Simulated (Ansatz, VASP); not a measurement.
**BN in VASP and in Ansatz**

```
CELL_PARAMETERS angstrom
0.00000 1.61528 2.28401
1.61528 0.00000 2.28401
1.61528 1.61528 0.00000
ATOMIC_POSITIONS crystal
B 0.00000 0.00000 0.00000
N 0.75000 0.75000 0.75000
```

Alike in both runs: task single point; functional LDA; k mesh 12 × 12 × 12; occupations gaussian, width 0.05 eV; no spin polarisation.

|  | VASP | Ansatz |
| --- | --- | --- |
| version | VASP 6.6.1 | Ansatz 0.2.0 |
| potentials or method | VASP PAW LDA potentials, release 64 (B, N), cutoff 520 eV | scalar-relativistic, plane waves, PAW |
| valence electrons in the cell | 8 | 8 |

|  | VASP | Ansatz | Ansatz less VASP |
| --- | --- | --- | --- |
| gap on the k mesh at the Fermi level (eV) | 0.77 | 0.79 | +0.020 |
| least direct gap on the mesh (eV) | 2.06 | 2.08 | +0.020 |
| pressure (GPa) | -8.8 | -9.6 | -0.82 |
| traceless stress, the component that is largest in VASP (GPa) | -202.06 | -202.07 | -0.011 |

LDA's correlation is that of Perdew and Zunger in VASP and of Perdew and Wang (1992) in Ansatz.
